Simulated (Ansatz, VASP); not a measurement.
Two plane-wave programs on Be2SeO2

Contents of INCAR:

```
SYSTEM = Be2SeO2
  PREC = Accurate
  ENCUT = 600
  EDIFF = 1E-6
  ISMEAR = 0
  SIGMA = 0.2
  LREAL = .False.
  LASPH = .True.
  NELM = 80
  ALGO = Normal
  ISIF = 3
  LWAVE = .False.
  LCHARG = .False.
  GGA = PE
  IBRION = 2
  NSW = 36
  EDIFFG = -0.08
```

The input KPOINTS:

```
regular mesh
0
Gamma
  7 7 2
  0 0 0
```

POSCAR

```
Be2SeO2
1.0
    2.7500000000      0.0000000000      0.0000000000
   -1.3750000000      2.3815698600      0.0000000000
    0.0000000000      0.0000000000      8.8600000000
Be Se O
2 1 2
Direct
    0.3333333300      0.6666666700      0.4050000000
    0.6666666700      0.3333333300      0.5950000000
    0.0000000000      0.0000000000      0.0000000000
    0.6666666700      0.3333333300      0.4050000000
    0.3333333300      0.6666666700      0.5950000000
```

Input for Ansatz:

```yaml
crystal:
  lattice:
    - [2.75, 0.0, 0.0]
    - [-1.375, 2.38156986, 0.0]
    - [0.0, 0.0, 8.86]
  atoms:
    - { symbol: Be, position: [0.33333333, 0.66666667, 0.405] }
    - { symbol: Be, position: [0.66666667, 0.33333333, 0.595] }
    - { symbol: Se, position: [0.0, 0.0, 0.0] }
    - { symbol: O, position: [0.66666667, 0.33333333, 0.405] }
    - { symbol: O, position: [0.33333333, 0.66666667, 0.595] }
basis:
  ecutwfc: 420
kpoints:
  mp_grid: { grid: [7, 7, 2] }
hamiltonian:
  xc: pbe
scf:
  occupations: { method: gaussian, width: 0.2 }
  lower_state_search: "off"
output:
  forces: true
  stress: true
  eigenvalues: true
relax:
  adjacent_minimum: "off"
  f_tol: 0.08
  max_steps: 16
  cell: { stress_tol: 0.8 }
```

Alike in both runs: task relaxation of cell and atoms; functional PBE; k mesh 7 × 7 × 2; occupations gaussian, width 0.2 eV; no spin polarisation.

```csv
,VASP,Ansatz
version,VASP 6.6.1,Ansatz 0.2.0
potentials or method,"VASP PAW PBE potentials, release 64 (Be, Se, O), cutoff 600 eV","scalar-relativistic, plane waves, PAW"
valence electrons in the cell,22,32
```

VASP gave:

* gap on the k mesh at the Fermi level, each at its own relaxed structure (eV): none
* relaxed volume (Å³/atom): 13.46
* relaxed length of the cell vector where the two differ most in proportion (Å): 10.412

Q: What did Ansatz give for the same quantities?

A: gap on the k mesh at the Fermi level, each at its own relaxed structure (eV): none; relaxed volume (Å³/atom): 13.23; relaxed length of the cell vector where the two differ most in proportion (Å): 10.209.

A gap of «none» marks a metal or a gap that the smearing closes. VASP's potentials hold 22 valence electrons a cell and Ansatz's 32, so a difference there can come from the potentials and not from the codes.

The k mesh is coarse, so the values compare programs but aren't converged. Noted on VASP's run: the volume moved by over 15 % at a fixed basis, so the end points are rough.
